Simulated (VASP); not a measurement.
Wanted: the native input for a VASP 6.6.1 run.

* Task: relaxation of cell and atoms
* Functional: PBE
* Potentials or basis: VASP PAW PBE potentials, release 64 (Mg, Al, C, N)
* Cutoff: 600 eV
* k mesh: 4 × 4 × 4
* Occupations: gaussian, width 0.1 eV
* Spin: no spin polarisation
* Dipole correction: no
* Further INCAR settings: ALGO = Normal; EDIFF = 1e-06; IBRION = 2; EDIFFG = -0.04; NSW = 90; ISIF = 3

The structure of MgAlC6N6 lies in POSCAR:

```
MgAlC6N6
1.0
    0.0000000000      5.1200000000      5.1200000000
    5.1200000000      0.0000000000      5.1200000000
    5.1200000000      5.1200000000      0.0000000000
Mg Al C N
1 1 6 6
Direct
    0.5000000000      0.5000000000      0.5000000000
    0.0000000000      0.0000000000      0.0000000000
    0.8168945300      0.1831054700      0.1831054700
    0.1831054700      0.8168945300      0.1831054700
    0.1831054700      0.1831054700      0.8168945300
    0.1831054700      0.8168945300      0.8168945300
    0.8168945300      0.1831054700      0.8168945300
    0.8168945300      0.8168945300      0.1831054700
    0.7026367200      0.2973632800      0.2973632800
    0.2973632800      0.7026367200      0.2973632800
    0.2973632800      0.2973632800      0.7026367200
    0.2973632800      0.7026367200      0.7026367200
    0.7026367200      0.2973632800      0.7026367200
    0.7026367200      0.7026367200      0.2973632800
```

The input as run:

INCAR

```
SYSTEM = MgAlC6N6
ALGO     = Normal         ! electronic algorithm
EDIFF    = 1E-6           ! SCF threshold, eV
EDIFFG   = -0.04          ! ionic threshold
ENCUT    = 600            ! plane-wave cutoff, eV
GGA      = PE             ! functional
IBRION   = 2              ! ionic algorithm
ISIF     = 3              ! what is computed and relaxed
ISMEAR   = 0              ! smearing method
LASPH    = .True.         ! aspherical terms in the spheres
LCHARG   = .False.        ! write CHGCAR
LREAL    = .False.        ! projectors in reciprocal space
LWAVE    = .False.        ! write WAVECAR
NELM     = 80             ! most SCF steps
NSW      = 90             ! ionic steps
PREC     = Accurate       ! precision mode
SIGMA    = 0.1            ! smearing width, eV
```

KPOINTS

```
k-points
0
Gamma
  4 4 4
  0 0 0
```

Potentials or basis: VASP PAW PBE potentials, release 64 (Mg, Al, C, N).

Run with:

```sh
$ cat potpaw_PBE.64/Mg/POTCAR potpaw_PBE.64/Al/POTCAR potpaw_PBE.64/C/POTCAR potpaw_PBE.64/N/POTCAR > POTCAR
$ mpirun -np 1 vasp_std > vasp.out
```

Results of the run:

```json
{"Relaxed volume": "22.71 Å³/atom", "Relaxed cell": "a = 7.661 Å, b = 7.661 Å, c = 7.661 Å, α = 60.00°, β = 60.00°, γ = 60.00°", "Space group after relaxing (to 0.05 Å)": "Fm-3m (No. 225)", "Energy gained by relaxing": "133.7 meV/atom", "Ionic steps": "8", "Pressure after relaxing": "-0.1 GPa", "Largest force after relaxing": "0.025 eV/Å"}
```

Caveat: the volume moved by over 15 % at a fixed basis, so the end points are rough.

It took 13 min on 1 thread of Intel(R) Xeon(R) Platinum 8259CL CPU @ 2.50GHz (Skylake/Cascade Lake) (shared host), peak memory 0.6 GiB.
